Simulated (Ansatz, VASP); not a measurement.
**NaH3 in VASP and in Ansatz**

```
CELL_PARAMETERS angstrom
6.08793 -2.29385 1.57645
6.08793 2.29385 1.57645
-2.57233 0.00000 3.76683
ATOMIC_POSITIONS crystal
Na 0.43693 0.93716 0.94568
Na 0.93716 0.43693 0.44568
H 0.71987 0.15215 0.26918
H 0.93768 0.43697 0.94652
H 0.22283 0.65642 0.62224
H 0.15215 0.71987 0.76918
H 0.65642 0.22283 0.12224
H 0.43697 0.93768 0.44652
```

Alike in both runs: functional PBE; k mesh 8 × 8 × 8; occupations gaussian, width 0.1 eV; no spin polarisation.

Ansatz relaxed the structure, and its values are those at the end. VASP's run is a single point on that final structure, the one shown.

|  | VASP | Ansatz |
| --- | --- | --- |
| version | VASP 6.6.1 | Ansatz 0.2.0 |
| potentials or method | VASP PAW PBE potentials, release 64 (Na_pv, H), cutoff 520 eV | scalar-relativistic, plane waves, PAW |
| valence electrons in the cell | 20 | 24 |

```tsv
	VASP	Ansatz	Ansatz less VASP
gap on the k mesh at the Fermi level (eV)	3.00	3.00	0.000
least direct gap on the mesh (eV)	3.13	3.13	0.000
pressure (GPa)	-0.1	0.0	+0.10
rms of the force components (eV/Å)	0.005	0.003	-0.0017
```

VASP's potentials hold 20 valence electrons a cell and Ansatz's 24, so a difference there can come from the potentials and not from the codes.
